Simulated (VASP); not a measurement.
Wanted: the native input for a VASP 6.6.1 run.

- Task: electric field gradients
- Functional: PBEsol
- Potentials or basis: VASP PAW PBE potentials, release 64 (Sb)
- Cutoff: 520 eV
- k mesh: 9 × 9 × 9
- Occupations: fermi-dirac, width 0.05 eV
- Spin: no spin polarisation
- Dipole correction: no
- Further INCAR settings: ALGO = Normal; EDIFF = 1e-08; NBANDS = 12

The structure of Sb lies in POSCAR:

```
Sb
1.0
    2.2151183420      1.2788991710      3.7440000000
   -2.2151183420      1.2788991710      3.7440000000
    0.0000000000     -2.5577983419      3.7440000000
Sb
2
Direct
    0.2336400000      0.2336400000      0.2336400000
    0.7663600000      0.7663600000      0.7663600000
```

This cell differs from its parent crystal: equal xx and yy strain of +3 %.

The input as run:

INCAR

```
SYSTEM = Sb
PREC = Accurate
ENCUT = 520
EDIFF = 1E-8
ISMEAR = -1
SIGMA = 0.05
LREAL = .FALSE.
LASPH = .TRUE.
NELM = 60
ALGO = Normal
ISIF = 2
LWAVE = .FALSE.
LCHARG = .FALSE.
GGA = PS
LEFG = .TRUE.
NBANDS = 12
```

KPOINTS

```
Automatic mesh
0
G
  9 9 9
  0 0 0
```

Potentials or basis: VASP PAW PBE potentials, release 64 (Sb).

The run is started by

```sh
$ cat potpaw_PBE.64/Sb/POTCAR > POTCAR
$ mpirun -np 1 vasp_std > vasp.out
```

It gave:

| Quantity | Value |
| --- | --- |
| Pressure | -2.8 GPa |
| Largest force | 0.041 eV/Å |
| Band gap on the k mesh | 0.17 eV, indirect (least direct gap 0.47 eV) |

Caveat: the cell differs from its parent crystal (equal xx and yy strain of +3 %); without QUAD_EFG the Cq values of the log hold for a quadrupole moment of 1 mb, not for the nuclei; the PAW data sets were made with another functional, which shifts forces and pressure a little; spin-orbit coupling is left out, which moves the levels of the heavy elements.

Run time: 32 s on 1 thread of Intel(R) Xeon(R) Platinum 8488C (Sapphire Rapids) (shared host), peak memory 0.23 GiB.
